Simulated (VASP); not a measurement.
Crystal: ZnS.

```
Zn S
1.0
     0.00000    2.70450    2.70450
     2.70450    0.00000    2.70450
     2.70450    2.70450    0.00000
Zn S
1 1
Direct
  0.00000 0.00000 0.00000
  0.25000 0.25000 0.25000
```

Base run:

- Program: VASP 6.6.1
- Functional: LDA
- Potentials or basis: VASP PAW LDA potentials, release 64 (Zn, S)
- Cutoff: 520 eV
- k mesh: 10 × 10 × 10
- Occupations: gaussian, width 0.03 eV
- Spin: no spin polarisation

Its results: band gap on the k mesh 1.88 eV, direct; pressure -4.5 GPa.

Question: The run is repeated on the same cell with these changes: functional from LDA to PBE; potentials or basis from VASP PAW LDA potentials, release 64 (Zn, S) to VASP PAW PBE potentials, release 64 (Zn, S). What comes out?

Answer: Band gap on the k mesh 2.10 eV, direct; pressure 1.5 GPa.

